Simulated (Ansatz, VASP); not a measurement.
Two plane-wave programs on SnO2

```xyz
3
Lattice="1.6171 0.9336 4.8006 -1.6171 0.9336 4.8006 0.0000 -1.8673 4.8006" Properties=species:S:1:pos:R:3 pbc="T T T"
Sn    0.0000    0.0000    7.2009
O     0.0000    0.0000    3.4157
O     0.0000    0.0000   10.9861
```

Alike in both runs: task single point; functional LDA; k mesh 12 × 12 × 12; occupations gaussian, width 0.05 eV; no spin polarisation.

|  | VASP | Ansatz |
| --- | --- | --- |
| version | VASP 6.6.1 | Ansatz 0.2.0 |
| potentials or method | VASP PAW LDA potentials, release 64 (Sn_d, O), cutoff 520 eV | scalar-relativistic, plane waves, PAW |
| valence electrons in the cell | 26 | 26 |

|  | VASP | Ansatz | Ansatz less VASP |
| --- | --- | --- | --- |
| gap on the k mesh at the Fermi level (eV) | 1.77 | 1.77 | +0.003 |
| least direct gap on the mesh (eV) | 1.90 | 1.89 | -0.004 |
| pressure (GPa) | -8.5 | -9.1 | -0.67 |
| traceless stress, the component that is largest in VASP (GPa) | 1.29 | 1.77 | +0.480 |
| rms of the force components (eV/Å) | 0.291 | 0.319 | +0.0274 |

LDA's correlation is that of Perdew and Zunger in VASP and of Perdew and Wang (1992) in Ansatz. Atom by atom the forces differ by 0.027 eV/Å (rms over components).
